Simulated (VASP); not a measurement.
Wanted: the native input for a VASP 6.6.1 run.

| Property | Result |
| --- | --- |
| Task | single point |
| Functional | PBEsol |
| Potentials or basis | VASP PAW PBE potentials, release 64 (Ga_d) |
| Cutoff | 520 eV |
| k mesh | 9 × 9 × 12 |
| Occupations | fermi-dirac, width 0.1 eV |
| Spin | no spin polarisation |
| Dipole correction | no |
| Further INCAR settings | ALGO = Normal; EDIFF = 1e-06; NBANDS = 26 |

The structure of Ga lies in POSCAR:

```
Ga
1.0
    4.4155646897      0.0000000000      0.0000000000
   -2.2077823449      3.8239911933      0.0000000000
    0.0000000000      0.0000000000      2.8238353610
Ga
3
Direct
    1.0000000000      1.0000000000      0.0000000000
    0.3333333333      0.6666666667      0.5000000000
    0.6666666667      0.3333333333      0.5000000000
```

This isn't the form of Ga at room conditions, which is orthorhombic.

The input as run:

INCAR

```
PREC     = Accurate       # precision mode
ENCUT    = 520            # plane-wave cutoff, eV
EDIFF    = 1E-6           # SCF threshold, eV
ISMEAR   = -1             # smearing method
SIGMA    = 0.1            # smearing width, eV
LREAL    = F              # projectors in reciprocal space
LASPH    = T              # aspherical terms in the spheres
NELM     = 100            # most SCF steps
ALGO     = Normal         # electronic algorithm
ISIF     = 2              # what is computed and relaxed
LWAVE    = F              # write WAVECAR
LCHARG   = F              # write CHGCAR
GGA      = PS             # functional
NBANDS   = 26             # bands
```

KPOINTS

```
regular mesh
0
Gamma
  9 9 12
```

Potentials or basis: VASP PAW PBE potentials, release 64 (Ga_d).

The run is started by

```sh
$ cat potpaw_PBE.64/Ga_d/POTCAR > POTCAR
$ mpirun -np 1 vasp_std > vasp.out
```

Results of the run:

- Pressure: 10.5 GPa
- Band gap on the k mesh: zero (an odd number of electrons rules out a gap without spin polarisation)

Caveat: the cell stands under pressure; the PAW data sets were made with another functional, which shifts forces and pressure a little.

It took 72 s on 1 thread of Intel Xeon 6975P-C (shared host), peak memory 0.23 GiB.
